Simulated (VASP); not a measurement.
Runs of VASP 6.6.1 on HfO2. The structure is that of space group Cm (No. 8), or close to it. The cells are those of the table. 

```csv
cell,gap on the mesh (eV),pressure (GPa),largest force (eV/Å)
"a = 3.617, b = 3.617, c = 10.783 Å, angles 102.9, 77.1, 90.0°, 12 atoms",1.91,-2.0,10.32
"a = 3.617, b = 3.617, c = 10.239 Å, angles 91.7, 88.3, 90.0°, 12 atoms",4.17,-9.5,2.39
"a = 3.617, b = 3.617, c = 10.371 Å, angles 96.7, 83.3, 90.0°, 12 atoms",1.91,-2.0,10.32
"a = 3.617, b = 3.617, c = 10.265 Å, angles 93.4, 86.6, 90.0°, 12 atoms",(a),-3.6,8.02
```

Alike in all rows: task single point; level r2SCAN; potentials or basis VASP PAW PBE potentials, release 64 (Hf_pv, O); no spin polarisation; k mesh 6 × 6 × 3; cutoff (eV) 520; smearing gaussian 0.05 eV.

Estimate the missing entries.

(a) 3.52.

Caveats: the PAW data sets were made with another functional, which shifts forces and pressure a little; spin-orbit coupling is left out, which moves the levels of the heavy elements; an odd mesh through Γ misses points on the zone boundary, where band edges can lie; the cell stands under tension (at least some runs).

A k mesh can miss the band edges, and the runs leave out spin-orbit coupling on Hf.
